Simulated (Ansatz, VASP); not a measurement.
## NaCl in VASP and in Ansatz

```
CELL_PARAMETERS angstrom
0.00000 2.80273 2.80273
2.80273 0.00000 2.80273
2.80273 2.80273 0.00000
ATOMIC_POSITIONS crystal
Na 0.00000 0.00000 0.00000
Cl 0.50000 0.50000 0.50000
```

Alike in both runs: task single point; functional LDA; k mesh 6 × 6 × 6; no spin polarisation.

```csv
,VASP,Ansatz
version,VASP 6.6.1,Ansatz 0.2.0
potentials or method,"VASP PAW LDA potentials, release 64 (Na_pv, Cl)",plane waves
plane-wave cutoff (eV),520,420
occupations,"gaussian, width 0.01 eV",fixed
valence electrons in the cell,14,16
```

```csv
,VASP,Ansatz,Ansatz less VASP
gap on the k mesh at the Fermi level (eV),4.77,4.76,-0.007
pressure (GPa),-2.0,-2.0,-0.01
```

LDA's correlation is that of Perdew and Zunger in VASP and of Perdew and Wang (1992) in Ansatz. VASP's potentials hold 14 valence electrons a cell and Ansatz's 16, so a difference there can come from the potentials and not from the codes.
